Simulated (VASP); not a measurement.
NbP: single point with PBEsol

NbP:

```
Nb P
1.0
     0.00000   -3.34985    0.00000
     3.34985    0.00000    0.00000
    -1.67492    1.67492    5.74011
Nb P
2 2
Direct
  0.74988 0.74988 0.49976
  0.49988 0.99988 0.99976
  0.33275 0.33275 0.66550
  0.08275 0.58275 0.16550
```

```yaml
Program: VASP 6.6.1
Task: single point
Functional: PBEsol
Potentials_or_basis: VASP PAW PBE potentials, release 64 (Nb_sv, P)
Cutoff: 520 eV
k_mesh: 10 × 10 × 10
Occupations: gaussian, width 0.05 eV
Spin: no spin polarisation
Dipole_correction: no
Further_INCAR_settings: ALGO = Normal; EDIFF = 1e-06; NBANDS = 26
```

The pressure is -6.6 GPa and the largest force is 0.012 eV/Å. The band gap on the k mesh is zero (band 18 reaches 10.57 eV, above the bottom of band 19 at 10.42 eV).

Forces in eV/Å, atoms in the order of the input:
```
Nb   0.000  0.000  0.012
Nb   0.000  0.000  0.012
P    0.000  0.000 -0.012
P    0.000  0.000 -0.012
```

Levels at points of the mesh, in eV from the Fermi level:
```
           k point  band 14  band 15  band 16  band 17  band 18  band 19  band 20  band 21  band 22  band 23
(0.00, 0.00, 0.00)    -2.22    -2.15    -1.72    -1.34    -1.34     0.84     1.60     2.65     3.15     3.15
(0.50, 0.00, 0.00)    -3.19    -2.29    -1.87    -1.52    -0.12     0.07     1.31     2.44     2.63     3.27
(0.50, 0.50, 0.00)    -4.62    -2.84    -2.84    -0.44    -0.44     2.96     2.96     3.06     3.06     4.02
(0.00, 0.00, 0.50)    -2.69    -2.68    -2.68    -0.50    -0.50     1.19     1.19     2.30     2.30     3.56
```

Wall time 120 s on 1 thread of Intel(R) Xeon(R) Platinum 8375C CPU @ 2.90GHz (Ice Lake), on a shared host, peak memory 0.28 GiB.

Caveat: the PAW data sets were made with another functional, which shifts forces and pressure a little.
